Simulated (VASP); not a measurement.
Input of a VASP 6.6.1 run:

Contents of POSCAR:

```
Cu2O
1.0
    4.2600000000      0.0000000000      0.0000000000
    0.0000000000      4.2600000000      0.0000000000
    0.0000000000      0.0000000000      4.2600000000
Cu O
4 2
Direct
    0.2500000000      0.2500000000      0.2500000000
    0.2500000000      0.7500000000      0.7500000000
    0.7500000000      0.7500000000      0.2500000000
    0.7500000000      0.2500000000      0.7500000000
    0.0000000000      0.0000000000      0.0000000000
    0.5000000000      0.5000000000      0.5000000000
```

Contents of INCAR.step1:

```
PREC     = Accurate       # precision mode
ENCUT    = 500            # plane-wave cutoff, eV
EDIFF    = 1E-8           # SCF threshold, eV
ISMEAR   = 0              # smearing method
SIGMA    = 0.01           # smearing width, eV
LREAL    = False          # projectors in reciprocal space
LASPH    = True           # aspherical terms in the spheres
NELM     = 100            # most SCF steps
ALGO     = Normal         # electronic algorithm
LWAVE    = True           # write WAVECAR
LCHARG   = False          # write CHGCAR
GGA      = PE             # functional
```

INCAR.step2

```
PREC     = Accurate       # precision mode
ENCUT    = 500            # plane-wave cutoff, eV
EDIFF    = 1E-8           # SCF threshold, eV
ISMEAR   = 0              # smearing method
SIGMA    = 0.01           # smearing width, eV
LREAL    = False          # projectors in reciprocal space
LASPH    = True           # aspherical terms in the spheres
NELM     = 1              # most SCF steps
ALGO     = Exact          # electronic algorithm
LWAVE    = True           # write WAVECAR
LCHARG   = False          # write CHGCAR
GGA      = PE             # functional
NBANDS   = 128            # bands
LOPTICS  = True           # frequency-dependent dielectric function
ISTART   = 1
```

The input INCAR.step3:

```
PREC     = Accurate       # precision mode
ENCUT    = 500            # plane-wave cutoff, eV
EDIFF    = 1E-8           # SCF threshold, eV
ISMEAR   = 0              # smearing method
SIGMA    = 0.01           # smearing width, eV
LREAL    = False          # projectors in reciprocal space
LASPH    = True           # aspherical terms in the spheres
ALGO     = EVGW0          # electronic algorithm
LWAVE    = False          # write WAVECAR
LCHARG   = False          # write CHGCAR
GGA      = PE             # functional
NELMGW   = 1            
NBANDS   = 128            # bands
ENCUTGW  = 80.0           # cutoff of the response function
NOMEGA   = 48             # frequency points
PRECFOCK = Fast         
ISTART   = 1            
NBANDSGW = 36
```

The input KPOINTS:

```
Automatic mesh
0
Gamma
  3 3 3
```

Potentials or basis: VASP PAW PBE potentials, release 64 (Cu_GW, O_GW).

Launch:

```console
$ cat potpaw_PBE.64/Cu_GW/POTCAR potpaw_PBE.64/O_GW/POTCAR > POTCAR
$ cp INCAR.step1 INCAR
$ mpirun -np 1 vasp_std > vasp.out
$ cp INCAR.step2 INCAR
$ mpirun -np 1 vasp_std > vasp.out
$ cp INCAR.step3 INCAR
$ mpirun -np 1 vasp_std > vasp.out
```

(1) What does it give for the quasiparticle gap?

(2) Estimate the least direct quasiparticle gap.

(3) Predict the band gap on the k mesh, mean-field level.

Answers

(1) 1.45 eV.

(2) 1.45 eV.

(3) 0.54 eV, direct.

Caveat: the k points lie up to 0.49 Å⁻¹ apart; bands, screening cutoff and mesh are small and nothing is extrapolated, so the quasiparticle values aren't converged.
